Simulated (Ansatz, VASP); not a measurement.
## CdSe: VASP beside Ansatz

INCAR

```
SYSTEM = CdSe
ALGO = Normal ; EDIFF = 1E-6
ENCUT = 520 ; GGA = PE
ISIF = 2 ; ISMEAR = -1
LASPH = .True. ; LCHARG = .False.
LREAL = .False. ; LWAVE = .False.
NBANDS = 16 ; NELM = 60
PREC = Accurate ; SIGMA = 0.05
```

File KPOINTS:

```
k-points
0
Gamma
  12 12 12
  0 0 0
```

POSCAR

```
CdSe
1.0
    2.9136479965      0.0000000000      0.0000000000
    0.0000000000      2.9136479965      0.0000000000
    0.0000000000      0.0000000000      2.9136479965
Cd Se
1 1
Direct
    0.0000000000      0.0000000000      0.0000000000
    0.5000000000      0.5000000000      0.5000000000
```

Input for Ansatz:

```yaml
crystal:
  lattice:
    - [2.9136479965, 0.0, 0.0]
    - [0.0, 2.9136479965, 0.0]
    - [0.0, 0.0, 2.9136479965]
  atoms:
    - { symbol: Cd, position: [0.0, 0.0, 0.0] }
    - { symbol: Se, position: [0.5, 0.5, 0.5] }
kpoints:
  mp_grid: { grid: [12, 12, 12] }
scf:
  occupations: { method: fermi_dirac, width: 0.05 }
hamiltonian:
  xc: pbe
  pseudopotentials: { kind: nc }
output:
  forces: true
  stress: true
  eigenvalues: true
```

Change from the starting cell: volume scaled by 0.55, norm-conserving files.

Alike in both runs: task single point; functional PBE; k mesh 12 × 12 × 12; occupations fermi-dirac, width 0.05 eV; no spin polarisation.

```csv
,VASP,Ansatz
version,VASP 6.6.1,Ansatz 0.2.0
potentials or method,"VASP PAW PBE potentials, release 64 (Cd, Se)","norm-conserving pseudopotentials, scalar-relativistic"
plane-wave cutoff (eV),520,1170
valence electrons in the cell,18,36
```

VASP gave:

- pressure (GPa): 150.2

Problem. Estimate Ansatz's values.

Solution. Pressure (GPa): 145.1.

Both programs put the cell under a high pressure, so it lies far from rest at this level. VASP's potentials hold 18 valence electrons a cell and Ansatz's 36, so a difference there can come from the potentials and not from the codes.

Noted on VASP's run: the cell as given lies far from equilibrium.
